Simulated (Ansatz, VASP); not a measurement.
Two plane-wave programs on TaN

POSCAR

```
TaN
1.0
    5.1910000000      0.0000000000      0.0000000000
   -2.5955000000      4.4955378710      0.0000000000
    0.0000000000      0.0000000000      2.9080000000
Ta N
3 3
Direct
    0.0000000000      0.0000000000      0.0000000000
    0.3333330000      0.6666670000      0.5000000000
    0.6666670000      0.3333330000      0.5000000000
    0.5000000000      0.0000000000      0.0000000000
    0.5000000000      0.5000000000      0.0000000000
    0.0000000000      0.5000000000      0.0000000000
```

The input INCAR.step1:

```
ALGO = Normal ; EDIFF = 1E-4
ENCUT = 600 ; GGA = PE
ISMEAR = 1 ; LASPH = T
LCHARG = F ; LREAL = F
LWAVE = T ; NELM = 100
PREC = Accurate ; SIGMA = 0.15
```

The input INCAR.step2:

```
ALGO = Normal ; EDIFF = 1E-7
EDIFFG = -0.01 ; ENCUT = 600
IBRION = 2 ; ISIF = 3
ISMEAR = 1 ; ISTART = 1
IVDW = 13 ; LASPH = T
LCHARG = F ; LMIXTAU = T
LREAL = F ; LWAVE = F
METAGGA = R2SCAN ; NELM = 100
NSW = 80 ; PREC = Accurate
SIGMA = 0.15 ; VDW_A1 = 0.51559235
VDW_A2 = 5.77342911 ; VDW_S6 = 1.0
VDW_S8 = 0.6018749
```

File KPOINTS:

```
k-points
0
Gamma
  5 5 8
```

Input for Ansatz:

```yaml
crystal:
  lattice:
    - [5.191, 0.0, 0.0]
    - [-2.5954999999999986, 4.495537871045022, 0.0]
    - [0.0, 0.0, 2.908]
  atoms:
    - { symbol: Ta, position: [0.0, 0.0, 0.0] }
    - { symbol: Ta, position: [0.33333300000000005, 0.666667, 0.5] }
    - { symbol: Ta, position: [0.666667, 0.333333, 0.5] }
    - { symbol: "N", position: [0.5, 0.0, 0.0] }
    - { symbol: "N", position: [0.5, 0.5, 0.0] }
    - { symbol: "N", position: [0.0, 0.5, 0.0] }
kpoints:
  mp_grid:
    grid: [5, 5, 8]
hamiltonian:
  xc: r2scan
  dispersion: d4
scf:
  occupations:
    method: cold
    width: 0.15
relax:
  cell: {}
```

Alike in both runs: task relaxation of cell and atoms; functional r2SCAN; dispersion D4; k mesh 5 × 5 × 8; no spin polarisation.

```csv
,VASP,Ansatz
version,VASP 6.6.1,Ansatz 0.2.0
potentials or method,"VASP PAW PBE potentials, release 64 (Ta_pv, N)","plane waves, PAW"
plane-wave cutoff (eV),600,500
occupations,"methfessel-paxton of order 1, width 0.15 eV","cold, width 0.15 eV"
valence electrons in the cell,48,54
```

```tsv
	VASP	Ansatz	Ansatz less VASP
relaxed volume (Å³/atom)	11.51	11.44	-0.064
relaxed cell length with the largest relative difference (Å)	5.234	5.224	-0.0102
```

VASP's potentials were made for PBE, not for r2SCAN. VASP's potentials hold 48 valence electrons a cell and Ansatz's 54, so a difference there can come from the potentials and not from the codes. Ansatz's warnings: structure snapped to symmetry.

Spin-orbit coupling is off throughout.
